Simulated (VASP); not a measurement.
# HfNb3F (P-6m2) in VASP: further runs

The runs below take HfNb3F through single point, with PBE.

Everything below comes from runs of VASP 6.6.1. Logs are shortened: lines on timing, memory, paths and dates and some standing lists are left out, and cuts for length are marked.

## 1. The cell of the first run

Symmetry: P-6m2, No. 187, hexagonal system. The conventional cell has a = 3.785 Å, b = 3.785 Å, c = 6.777 Å, α = 90.00°, β = 90.00°, γ = 120.00°. Hf (site symmetry -6m2) has 6 Nb at 2.52 Å and 2 F at 3.39 Å within 3.4 Å. Within 2.8 Å of Nb (site symmetry 3m) lie 2 Nb at 2.13 to 2.52 Å and 3 Hf at 2.52 Å. Nb (site symmetry -6m2) has 2 Nb at 2.13 Å and 3 F at 2.19 Å within 2.8 Å. F (site symmetry -6m2) has 3 Nb at 2.19 Å within 2.9 Å.

The cell was built from a structure type or drawn by symmetry, and may not be a known phase.

## 2. Single point, PBE

INCAR

```
SYSTEM = HfNb3F
PREC = Accurate
ENCUT = 600
EDIFF = 1E-6
ISMEAR = 0
SIGMA = 0.1
LREAL = .False.
LASPH = .True.
NELM = 120
ALGO = Normal
ISIF = 2
LWAVE = .False.
LCHARG = .False.
GGA = PE
NBANDS = 36
GGA_COMPAT = .False.
```

KPOINTS

```
regular mesh
0
Gamma
  6 6 4
  0 0 0
```

POSCAR

```
HfNb3F
1.0
    3.7852477200      0.0000000000      0.0000000000
   -1.8926238600      3.2781206800      0.0000000000
    0.0000000000      0.0000000000      6.7765089100
Hf Nb F
1 3 1
Direct
    0.0000000000      0.0000000000      0.0000000000
    0.3333333300      0.6666666700      0.8143208300
    0.3333333300      0.6666666700      0.1856791700
    0.3333333300      0.6666666700      0.5000000000
    0.0000000000      0.0000000000      0.5000000000
```

Potentials or basis: VASP PAW PBE potentials, release 64 (Hf_pv, Nb_sv, F).

Run with:

```sh
$ cat potpaw_PBE.64/Hf_pv/POTCAR potpaw_PBE.64/Nb_sv/POTCAR potpaw_PBE.64/F/POTCAR > POTCAR
$ mpirun -np 1 vasp_std > vasp.out
```

OUTCAR:

```text
SYSTEM = HfNb3F
   PREC = Accurate
   ENCUT = 600
   EDIFF = 1E-6
   ISMEAR = 0
   LREAL = .False.
   LASPH = .True.
   NELM = 120
   ISIF = 2
   GGA = PE

 ion  position               nearest neighbor table
   1  0.000  0.000  0.000-   2 2.52   3 2.52   2 2.52   3 2.52   2 2.52   3 2.52
   2  0.333  0.667  0.814-   4 2.13   3 2.52   1 2.52   1 2.52   1 2.52
   3  0.333  0.667  0.186-   4 2.13   2 2.52   1 2.52   1 2.52   1 2.52
   4  0.333  0.667  0.500-   2 2.13   3 2.13   5 2.19   5 2.19   5 2.19
   5  0.000  0.000  0.500-   4 2.19   4 2.19   4 2.19

  LATTYP: Found a hexagonal cell.
 ALAT       =     3.7852477200
 C/A-ratio  =     1.7902418577

  Lattice vectors:

 A1 = (   3.7852477200,   0.0000000000,   0.0000000000)
 A2 = (  -1.8926238600,   3.2781206800,   0.0000000000)
 A3 = (   0.0000000000,   0.0000000000,   6.7765089100)

Analysis of symmetry for initial positions (statically):
=====================================================================
 Subroutine PRICEL returns:
 Original cell was already a primitive cell.

 Routine SETGRP: Setting up the symmetry group for a
 hexagonal supercell.

 Subroutine GETGRP returns: Found 12 space group operations
 (whereof 12 operations were pure point group operations)
 out of a pool of 24 trial point group operations.

The static configuration has the point symmetry D_3h.

Analysis of symmetry for dynamics (positions and initial velocities):
=====================================================================
 Subroutine PRICEL returns:
 Original cell was already a primitive cell.

 Routine SETGRP: Setting up the symmetry group for a
 hexagonal supercell.

 Subroutine GETGRP returns: Found 12 space group operations
 (whereof 12 operations were pure point group operations)
 out of a pool of 24 trial point group operations.

The dynamic configuration has the point symmetry D_3h.

 Subroutine INISYM returns: Found 12 space group operations
 (whereof 12 operations are pure point group operations),
 and found     1 'primitive' translations

----------------------------------------------------------------------------------------

                                     Primitive cell

  volume of cell :      84.0863

  direct lattice vectors                    reciprocal lattice vectors
     3.785247720  0.000000000  0.000000000     0.264183502  0.152526416  0.000000000
    -1.892623860  3.278120680  0.000000000     0.000000000  0.305052833  0.000000000
     0.000000000  0.000000000  6.776508910     0.000000000  0.000000000  0.147568610

  length of vectors
     3.785247720  3.785247716  6.776508910     0.305052833  0.305052833  0.147568610

  position of ions in fractional coordinates (direct lattice)
     0.000000000  0.000000000  0.000000000
     0.333333330  0.666666670  0.814320830
     0.333333330  0.666666670  0.185679170
     0.333333330  0.666666670  0.500000000
     0.000000000  0.000000000  0.500000000

  ion indices of the primitive-cell ions
   primitive index   ion index
                 1           1
                 2           2
                 3           3
                 4           4
                 5           5

----------------------------------------------------------------------------------------

 KPOINTS: regular mesh

Automatic generation of k-mesh.
 Grid dimensions read from file:
 generate k-points for:    6    6    4

 Generating k-lattice:

  Cartesian coordinates                     Fractional coordinates (reciprocal lattice)
     0.044030584  0.025421069  0.000000000     0.166666667  0.000000000  0.000000000
     0.000000000  0.050842139  0.000000000     0.000000000  0.166666667  0.000000000
     0.000000000  0.000000000  0.036892152     0.000000000  0.000000000  0.250000000

  Length of vectors
     0.050842139  0.050842139  0.036892152

  Shift w.r.t. Gamma in fractional coordinates (k-lattice)
     0.000000000  0.000000000  0.000000000

 Subroutine IBZKPT returns following result:
 ===========================================

 Found     21 irreducible k-points:

 Following reciprocal coordinates:
            Coordinates               Weight
  0.000000  0.000000  0.000000      1.000000
  0.166667 -0.000000  0.000000      6.000000
  0.333333  0.000000  0.000000      6.000000
  0.500000  0.000000  0.000000      3.000000
  0.166667  0.166667  0.000000      6.000000
  0.333333  0.166667  0.000000     12.000000
[... 13 lines left out ...]
  0.333333  0.166667  0.500000     12.000000
  0.333333  0.333333  0.500000      2.000000
   k-points           NKPTS =     21   k-points in BZ     NKDIM =     21   number of bands    NBANDS=     36
   number of dos      NEDOS =    301   number of ions     NIONS =      5
   total plane-waves  NPLWV =  48600
   dimension x,y,z NGX =    30 NGY =   30 NGZ =   54
   dimension x,y,z NGXF=    60 NGYF=   60 NGZF=  108
   ions per type =               1   3   1
   NGX,Y,Z   is equivalent  to a cutoff of  13.18, 13.18, 13.25 a.u.
   NGXF,Y,Z  is equivalent  to a cutoff of  26.35, 26.35, 26.50 a.u.
 SYSTEM =  HfNb3F
   PREC   = accura    normal or accurate (medium, high low for compatibility)
   ISTART =      0    job   : 0-new  1-cont  2-samecut
   ICHARG =      2    charge: 1-file 2-atom 10-const
   ISPIN  =      1    spin polarized calculation?
   LNONCOLLINEAR =      F non collinear calculations
   LSORBIT =      F    spin-orbit coupling
   LASPH  =      T    aspherical Exc in radial PAW
   ENCUT  =  600.0 eV  44.10 Ry    6.64 a.u.   7.56  7.56 13.53*2*pi/ulx,y,z
   NELM   =    120;   NELMIN=  2; NELMDL= -5     # of ELM steps
   EDIFF  = 0.1E-05   stopping-criterion for ELM
   LREAL  =      F    real-space projection
   EDIFFG = 0.1E-04   stopping-criterion for IOM
   NSW    =      0    number of steps for IOM
   IBRION =     -1    ionic relax: 0-MD 1-quasi-New 2-CG
   NFREE  =      0    steps in history (QN), initial steepest desc. (CG)
   ISIF   =      2    stress and relaxation
   ISYM   =      2    0-nonsym 1-usesym 2-fastsym
   POTIM  = 0.5000    time-step for ionic-motion
   TEBEG  =    0.0;   TEEND  =   0.0 temperature during run
   PSTRESS=    0.0 pullay stress
   NELECT =      56.0000    total number of electrons
   NUPDOWN=      -1.0000    fix difference up-down
   EMIN   =  10.00;   EMAX   =-10.00  energy-range for DOS
   EFERMI =   0.00;   METHOD = LEGACY
   ISMEAR =     0;   SIGMA  =   0.10  broadening in eV -4-tet -1-fermi 0-gaus
   EFERMI_NEDOS =   21; number of points for ismear=-14 and -15
   IALGO  =     38    algorithm
   IMIX   =      4    mixing-type and parameters
     AMIX     =   0.40;   BMIX     =  1.00
     AMIX_MAG =   1.60;   BMIX_MAG =  1.00
  volume/ion in A,a.u.               =      16.82       113.49
  Fermi-wavevector in a.u.,A,eV,Ry     =   1.429648  2.701643 27.808854  2.043893
  Thomas-Fermi vector in A             =   2.549579
   LORBIT       =      0    0 simple, 1 ext, 2 COOP (PROOUT), +10 PAW based schemes
   GGA     = PE    functional components
   LHFCALC =     F    Hartree Fock is set to
   AEXX    =    0.0000 exact exchange contribution
   IVDW    =     0    specifies the selected vdW correction
   LEPSILON=     F    determine dielectric tensor
   LRPA    =     F    only Hartree local field effects (RPA)
 non-spin polarized calculation
 Gauss-broadening in eV      SIGMA  =   0.10
  energy-cutoff  :      600.00
  volume of cell :       84.09
 maximum number of plane-waves:      2841
   NGX = 15   NGY = 15   NGZ = 27

 number of electron      56.0000010 magnetization

 Free energy of the ion-electron system (eV)
  ---------------------------------------------------
  ext. energy  EPLUGINS =         0.00000000
  ---------------------------------------------------
  free energy    TOTEN  =       -34.68413523 eV

  energy without entropy =      -34.66607818  energy(sigma->0) =      -34.67510671

 E-fermi :   9.0215     XC(G=0): -11.7240

 val. band max:        8.9105217241   @ k =   0.3333   0.1667   0.2500
 cond. band min:       9.0328375361   @ k =   0.3333   0.3333   0.5000
 fundamental gap:      0.1223158121
 Fermi energy:         9.0215025827

 k-point     1 :       0.0000    0.0000    0.0000
  band No.  band energies     occupation
      1     -46.7061      2.00000
      2     -45.1310      2.00000
      3     -45.0133      2.00000
      4     -24.6477      2.00000
      5     -22.7612      2.00000
      6     -22.7612      2.00000
[... 28 lines left out ...]
     35      14.3408      0.00000
     36      14.4116      0.00000

 k-point     2 :       0.1667   -0.0000    0.0000
  band No.  band energies     occupation
      1     -46.7043      2.00000
      2     -45.1287      2.00000
      3     -45.0147      2.00000
      4     -24.6411      2.00000
      5     -22.8423      2.00000
      6     -22.7788      2.00000
[... 28 lines left out ...]
     35      13.7181      0.00000
     36      13.8719      0.00000

 k-point     3 :       0.3333    0.0000    0.0000
  band No.  band energies     occupation
      1     -46.7007      2.00000
      2     -45.1241      2.00000
      3     -45.0176      2.00000
      4     -24.6276      2.00000
      5     -22.9796      2.00000
      6     -22.8154      2.00000
[... 28 lines left out ...]
     35      12.9953      0.00000
     36      13.3086      0.00000
[... 625 lines left out ...]
 k-point    20 :       0.3333    0.1667    0.5000
  band No.  band energies     occupation
      1     -46.6755      2.00000
      2     -45.3361      2.00000
      3     -44.8236      2.00000
      4     -25.1407      2.00000
      5     -23.0034      2.00000
      6     -22.7556      2.00000
[... 28 lines left out ...]
     35      11.2596      0.00000
     36      12.1455      0.00000

 k-point    21 :       0.3333    0.3333    0.5000
  band No.  band energies     occupation
      1     -46.6743      2.00000
      2     -45.3369      2.00000
      3     -44.8225      2.00000
      4     -25.1485      2.00000
      5     -23.0198      2.00000
      6     -22.7824      2.00000
[... 28 lines left out ...]
     35      11.3943      0.00000
     36      11.5328      0.00000

------------------------ aborting loop because EDIFF is reached ----------------------------------------

  FORCE on cell =-STRESS in cart. coord.  units (eV):
  Direction    XX          YY          ZZ          XY          YZ          ZX
  --------------------------------------------------------------------------------------
  -------------------------------------------------------------------------------------
  Total        9.1312628      9.1312628     47.6152938      0.0000000      0.0000000      0.0000000
  in kB      173.9867473    173.9867468    907.2600614      0.0000000      0.0000000      0.0000000
  external PRESSURE =     418.4111851 kB  Pullay stress =       0.0000000 kB

 VOLUME and BASIS-vectors are now :
 -----------------------------------------------------------------------------
  energy-cutoff  :      600.00
  volume of cell :       84.09
      direct lattice vectors                 reciprocal lattice vectors
     3.785247720  0.000000000  0.000000000     0.264183502  0.152526416  0.000000000
    -1.892623860  3.278120680  0.000000000     0.000000000  0.305052833  0.000000000
     0.000000000  0.000000000  6.776508910     0.000000000  0.000000000  0.147568610

 POSITION                                       TOTAL-FORCE (eV/Angst)
 -----------------------------------------------------------------------------------
      0.00000      0.00000      0.00000         0.000000      0.000000      0.000000
     -0.00000      2.18541      5.51825         0.000000     -0.000000     -0.413231
     -0.00000      2.18541      1.25826         0.000000     -0.000000      0.413231
     -0.00000      2.18541      3.38825        -0.000000      0.000000      0.000000
      0.00000      0.00000      3.38825        -0.000000      0.000000      0.000000
 -----------------------------------------------------------------------------------
    total drift:                                0.000120     -0.000069     -0.000000

  FREE ENERGIE OF THE ION-ELECTRON SYSTEM (eV)
  ---------------------------------------------------
  free  energy   TOTEN  =       -34.6841352345 eV

  energy  without entropy=      -34.6660781843  energy(sigma->0) =      -34.67510671
```

Wall time 47 s (1 thread of Intel Xeon 6975P-C (Granite Rapids), shared host); peak memory 0.25 GiB.

Results:

```yaml
Free_energy: -34.6841 eV
Pressure: 41.8 GPa
Largest_force: 0.413 eV/Å
Band_gap_on_the_k_mesh: zero (bands 28 and 29 overlap by 0.61 eV)
```

Forces on the atoms (eV/Å):
```
Hf   0.000  0.000  0.000
Nb   0.000  0.000 -0.413
Nb   0.000  0.000  0.413
Nb   0.000  0.000  0.000
F    0.000  0.000  0.000
```

Caveat: the cell stands under pressure; spin-orbit coupling is left out, which moves the levels of the heavy elements.

(Continued in part 2 of 2.)
